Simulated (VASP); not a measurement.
Set up this calculation in VASP 6.6.1, as the native input.

```yaml
Task: single point
Functional: PBE
Potentials_or_basis: VASP PAW PBE potentials, release 64 (I)
Cutoff: 500 eV
k_mesh: 18 × 14 × 12
Occupations: gaussian, width 0.1 eV
Spin: no spin polarisation
Dipole_correction: no
Further_INCAR_settings: ALGO = Normal; EDIFF = 1e-06; NBANDS = 10
```

The structure of I lies in POSCAR:

```
I
1.0
    2.9557147817      0.0000000000      0.0000000000
    0.0000000000      3.9230042510      0.0000000000
    0.0000000000      0.0000000000      4.8076681943
I
1
Direct
    0.0000000000      0.0000000000      0.0000000000
```

The cell was generated, and may not be a known phase.

One way to write it, as run:

INCAR

```
PREC = Accurate ; ENCUT = 500
EDIFF = 1E-6 ; ISMEAR = 0
SIGMA = 0.1 ; LREAL = False
LASPH = True ; NELM = 120
ALGO = Normal ; ISIF = 2
LWAVE = False ; LCHARG = False
GGA = PE ; NBANDS = 10
GGA_COMPAT = False
```

KPOINTS

```
Automatic mesh
0
Gamma
  18 14 12
```

Potentials or basis: VASP PAW PBE potentials, release 64 (I).

The run is started by

```console
$ cat potpaw_PBE.64/I/POTCAR > POTCAR
$ mpirun -np 1 vasp_std > vasp.out
```

Results of the run:

```json
{
  "Pressure": "0.0 GPa",
  "Band gap on the k mesh": "zero (an odd number of electrons rules out a gap without spin polarisation)"
}
```

Caveat: spin-orbit coupling is left out, which moves the levels of the heavy elements; an odd number of electrons without spin polarisation forces a metal; a magnetic or distorted state may lie lower.

It took 3.3 min on 1 thread of Oxide Virtual Turin-like Processor, with other jobs on the host, peak memory 0.35 GiB.
